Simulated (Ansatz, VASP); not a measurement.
One calculation of Li2O, two programs

```
CELL_PARAMETERS angstrom
0.00000 2.29675 2.29675
2.29675 0.00000 2.29675
2.29675 2.29675 0.00000
ATOMIC_POSITIONS crystal
Li 0.25000 0.25000 0.25000
Li 0.75000 0.75000 0.75000
O 0.00000 0.00000 0.00000
```

Alike in both runs: functional PBE; dispersion D4; k mesh 6 × 6 × 6; no spin polarisation.

Ansatz relaxed the structure, and its values are those at the end. VASP's run is a single point on that final structure, the one shown.

|  | VASP | Ansatz |
| --- | --- | --- |
| version | VASP 6.6.1 | Ansatz 0.2.0 |
| potentials or method | VASP PAW PBE potentials, release 64 (Li_sv, O) | plane waves, PAW |
| plane-wave cutoff (eV) | 750 | 420 |
| occupations | gaussian, width 0.01 eV | fixed |
| valence electrons in the cell | 12 | 12 |

VASP gave:

```
pressure (GPa) : -0.4
```

**Question.** What did Ansatz give for the same quantities?

**Answer.** Pressure (GPa): 0.0.
